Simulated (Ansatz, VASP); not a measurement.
**TlBr: VASP beside Ansatz**

```
Tl Br
1.0
     3.89875    0.00000    0.00000
     0.00000    3.89875    0.00000
     0.00000    0.00000    3.89875
Tl Br
1 1
Direct
  0.00000 0.00000 0.00000
  0.50000 0.50000 0.50000
```

Alike in both runs: task single point; functional PBE; dispersion D3(BJ); k mesh 8 × 8 × 8; occupations gaussian, width 0.02 eV; no spin polarisation.

```csv
,VASP,Ansatz
version,VASP 6.6.1,Ansatz 0.2.0
potentials or method,"VASP PAW PBE potentials, release 64 (Tl_d, Br), cutoff 500 eV","scalar-relativistic, plane waves, PAW"
valence electrons in the cell,20,20
```

```csv
,VASP,Ansatz,Ansatz less VASP
gap on the k mesh at the Fermi level (eV),1.69,1.68,-0.007
least direct gap on the mesh (eV),1.69,1.68,-0.007
pressure (GPa),1.5,1.6,+0.03
```

Spin-orbit coupling is off throughout.
